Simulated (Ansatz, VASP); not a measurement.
NaI in VASP and in Ansatz

```xyz
2
Lattice="0.0000 3.2364 3.2364 3.2364 0.0000 3.2364 3.2364 3.2364 0.0000" Properties=species:S:1:pos:R:3 pbc="T T T"
Na    0.0000    0.0000    0.0000
I     3.2364    3.2364    3.2364
```

Alike in both runs: task single point; functional PBEsol; k mesh 8 × 8 × 8; occupations fermi-dirac, width 0.02 eV; no spin polarisation.

|  | VASP | Ansatz |
| --- | --- | --- |
| version | VASP 6.6.1 | Ansatz 0.2.0 |
| potentials or method | VASP PAW PBE potentials, release 64 (Na_pv, I), cutoff 520 eV | all-electron LAPW, scalar-relativistic |

```csv
,VASP,Ansatz,Ansatz less VASP
gap on the k mesh at the Fermi level (eV),3.51,3.51,+0.003
pressure (GPa),-0.5,-0.5,-0.03
```

VASP's potentials were made for PBE, not for PBEsol. Ansatz ran all-electron here, and VASP with PAW potentials.

Neither program's run includes spin-orbit coupling.
